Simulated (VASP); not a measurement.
A run of VASP 6.6.1 is set up as follows.

File POSCAR:

```
BeS
1.0
    3.3843919729      0.0000000000      0.0000000000
   -1.6921959864      2.9309694249      0.0000000000
    0.0000000000      0.0000000000      5.3892302740
Be S
2 2
Direct
    0.0000000000      0.0000000000      0.0000000000
    0.0000000000      0.0000000000      0.5000000000
    0.3333333333      0.6666666667      0.2500000000
    0.6666666667      0.3333333333      0.7500000000
```

Contents of INCAR.step1:

```
ALGO = Normal
EDIFF = 1E-5
ENCUT = 520
GGA = PE
ISIF = 2
ISMEAR = 0
LASPH = True
LCHARG = False
LREAL = False
LWAVE = True
NBANDS = 16
NELM = 60
PREC = Accurate
SIGMA = 0.01
```

Contents of INCAR.step2:

```
ALGO = Normal
EDIFF = 1E-7
ENCUT = 520
GGA = PE
HFSCREEN = 0.2079
ISIF = 2
ISMEAR = 0
ISTART = 1
LASPH = True
LCHARG = False
LHFCALC = True
LREAL = False
LWAVE = False
NBANDS = 16
NELM = 60
PREC = Accurate
PRECFOCK = Normal
SIGMA = 0.01
```

Contents of KPOINTS:

```
k-points
0
Gamma
  6 6 4
```

Potentials or basis: VASP PAW PBE potentials, release 64 (Be, S).

The run is started by

```console
$ cat potpaw_PBE.64/Be/POTCAR potpaw_PBE.64/S/POTCAR > POTCAR
$ cp INCAR.step1 INCAR
$ mpirun -np 1 vasp_std > vasp.out
$ cp INCAR.step2 INCAR
$ mpirun -np 1 vasp_std > vasp.out
```

Problem. Estimate the band gap on the k mesh.

Solution. 2.29 eV (least direct gap 4.28 eV).

Problem. Predict the pressure.

Solution. -9.1 GPa.

Caveat: the cell differs from its parent crystal (strain +2.5%); the cell stands under tension; the PAW data sets were made with another functional, which shifts forces and pressure a little. A k mesh can miss the band edges.
